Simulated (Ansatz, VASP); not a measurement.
**BeZn3Se4: VASP beside Ansatz**

The input INCAR:

```
PREC = Accurate
ENCUT = 520
EDIFF = 1E-7
ISMEAR = 0
SIGMA = 0.02
LREAL = False
LASPH = True
NELM = 60
ALGO = Normal
ISIF = 2
LWAVE = False
LCHARG = False
GGA = PE
NBANDS = 41
```

The input KPOINTS:

```
regular mesh
0
Gamma
  8 4 6
```

POSCAR

```
BeZn3Se4
1.0
    3.9447850000      0.0000000000      0.0000000000
    0.0000000000      7.9054789000      0.0000000000
    0.0000000000      0.0000000000      5.6089789000
Be Zn Se
1 3 4
Direct
    0.5000000000      0.0000000000      0.5047950000
    0.0000000000      0.7624020000      0.0003780000
    0.0000000000      0.2375980000      0.0003780000
    0.5000000000      0.5000000000      0.4982920000
    0.5000000000      0.7667240000      0.7358410000
    0.0000000000      0.0000000000      0.2872140000
    0.5000000000      0.2332760000      0.7358410000
    0.0000000000      0.5000000000      0.2372610000
```

Input for Ansatz:

```yaml
crystal:
  lattice:
    - [3.944785, 0.0, 0.0]
    - [0.0, 7.9054789, 0.0]
    - [0.0, 0.0, 5.6089789]
  atoms:
    - { symbol: Be, position: [0.5, 0.0, 0.504795] }
    - { symbol: Zn, position: [0.0, 0.762402, 0.000378] }
    - { symbol: Zn, position: [0.0, 0.237598, 0.000378] }
    - { symbol: Zn, position: [0.5, 0.5, 0.498292] }
    - { symbol: Se, position: [0.5, 0.766724, 0.735841] }
    - { symbol: Se, position: [0.0, 0.0, 0.287214] }
    - { symbol: Se, position: [0.5, 0.233276, 0.735841] }
    - { symbol: Se, position: [0.0, 0.5, 0.237261] }
basis:
  ecutwfc: 420
kpoints:
  mp_grid: { grid: [8, 4, 6] }
  band_path:
    path:
      - [[0.0, 0.0, 0.0], [0.5, 0.0, 0.0], [0.5, 0.5, 0.0], [0.0, 0.5, 0.0], [0.0, 0.0, 0.0], [0.0, 0.0, 0.5], [0.5, 0.0, 0.5], [0.5, 0.5, 0.5], [0.0, 0.5, 0.5], [0.0, 0.0, 0.5]]
      - [[0.5, 0.0, 0.0], [0.5, 0.0, 0.5]]
      - [[0.0, 0.5, 0.0], [0.0, 0.5, 0.5]]
      - [[0.5, 0.5, 0.0], [0.5, 0.5, 0.5]]
    npoints: 14
hamiltonian:
  xc: pbe
scf:
  occupations: { method: gaussian, width: 0.02 }
  n_extra_bands: 20
output:
  forces: true
  stress: true
  eigenvalues: true
  populations: true
  dos: { projected: true, de: 0.02, nscf_kmesh: { grid: [12, 6, 9] } }
  bader: true
```

Alike in both runs: task single point; functional PBE; k mesh 8 × 4 × 6; occupations gaussian, width 0.02 eV; no spin polarisation.

|  | VASP | Ansatz |
| --- | --- | --- |
| version | VASP 6.6.1 | Ansatz 0.2.0 |
| potentials or method | VASP PAW PBE potentials, release 64 (Be, Zn, Se), cutoff 520 eV | scalar-relativistic, plane waves, PAW |
| valence electrons in the cell | 62 | 102 |

VASP gave:

```
gap on the k mesh at the Fermi level (eV) : 1.65
least direct gap on the mesh (eV)         : 1.65
pressure (GPa)                            : 0.2
rms of the force components (eV/Å)        : 0.005
```

**Question.** What did Ansatz give for the same quantities?

**Answer.** gap on the k mesh at the Fermi level (eV): 1.65; least direct gap on the mesh (eV): 1.65; pressure (GPa): 0.0; rms of the force components (eV/Å): 0.003.

Atom by atom the forces differ by 0.004 eV/Å (rms over components). With one functional, cell and mesh, what is left measures potentials, basis and numerics. VASP's potentials hold 62 valence electrons a cell and Ansatz's 102, so a difference there can come from the potentials and not from the codes.
